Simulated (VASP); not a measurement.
SiO2:

```
Si O
1.0
     0.00000    3.56000    3.56000
     3.56000    0.00000    3.56000
     3.56000    3.56000    0.00000
Si O
2 4
Direct
  0.50000 0.50000 0.50000
  0.75000 0.75000 0.75000
  0.62500 0.62500 0.62500
  0.12500 0.62500 0.62500
  0.62500 0.62500 0.12500
  0.62500 0.12500 0.62500
```

| Quantity | Value |
| --- | --- |
| Program | VASP 6.6.1 |
| Task | relaxation of cell and atoms |
| Functional | PBE |
| Potentials or basis | VASP PAW PBE potentials, release 64 (Si, O) |
| Cutoff | 600 eV |
| k mesh | 6 × 6 × 6 |
| Occupations | gaussian, width 0.1 eV |
| Spin | no spin polarisation |

At the start: pressure 26.7 GPa; volume 15.04 Å³/atom.

How do energy, volume and symmetry change on relaxing?

Over 4 steps the energy falls by 167.8 meV/atom and the volume is 17.32 Å³/atom (+15.2 %); space group Fd-3m (No. 227, to 0.1 Å) before and after.

The path:
```
step  energy change (eV)  largest force (eV/Å)  pressure (GPa)  volume (Å³)
   1              0.0000                0.0000           26.68        90.24
   2              0.6730                0.0000          -19.63       127.05
   3             -1.0048                0.0000           -0.97       104.52
   4             -1.0070                0.0000           -0.15       103.91
```

Final structure:
```xyz
6
Lattice="0.0000 3.7315 3.7315 3.7315 0.0000 3.7315 3.7315 3.7315 0.0000" Properties=species:S:1:pos:R:3 pbc="T T T"
Si    3.7315    3.7315    3.7315
Si    5.5972    5.5972    5.5972
O     4.6644    4.6644    4.6644
O     4.6644    2.7986    2.7986
O     2.7986    2.7986    4.6644
O     2.7986    4.6644    2.7986
```

Caveat: the volume moved by over 15 % at a fixed basis, so the end points are rough.
